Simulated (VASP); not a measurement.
## Ga3Sb: single point with PBE+D3(BJ)

The system is Ga3Sb.

```
Ga Sb
1.0
    -2.25267    2.25267    3.78517
     2.25267   -2.25267    3.78517
     2.25267    2.25267   -3.78517
Ga Sb
3 1
Cartesian
  0.0000 2.2527 1.8926
  2.2527 0.0000 1.8926
  0.0000 0.0000 3.7852
  0.0000 0.0000 0.0000
```

```json
{
 "Program": "VASP 6.6.1",
 "Task": "single point",
 "Functional": "PBE",
 "Dispersion": "D3(BJ)",
 "Potentials or basis": "VASP PAW PBE potentials, release 64 (Ga_d, Sb)",
 "Cutoff": "520 eV",
 "k mesh": "14 × 14 × 14",
 "Occupations": "gaussian, width 0.15 eV",
 "Spin": "no spin polarisation"
}
```

The pressure is 4.9 GPa. The band gap on the k mesh is zero (bands 22 and 23 overlap by 4.81 eV) and the dispersion energy per atom is -0.389 eV.

Stress tensor (GPa, compression positive):
```
4.65 0.00 0.00
0.00 4.65 0.00
0.00 0.00 5.31
```

Levels at points of the mesh, in eV from the Fermi level:
```tsv
k point	band 20	band 21	band 22	band 23	band 24	band 25
(0.00, 0.00, 0.00)	-2.16	-2.16	-0.86	-0.84	-0.84	-0.24
(0.50, 0.00, 0.00)	-2.34	-1.93	-1.47	-0.98	2.32	3.20
(0.50, 0.50, 0.00)	-5.30	-5.00	1.75	2.48	2.53	2.92
(0.50, 0.50, 0.50)	-4.49	-4.04	3.42	4.12	4.12	4.79
```

Wall time 15 min on 1 thread of Oxide Virtual Turin-like Processor, on a shared host, peak memory 0.56 GiB.

Caveat: the cell stands under pressure; spin-orbit coupling is left out, which moves the levels of the heavy elements.
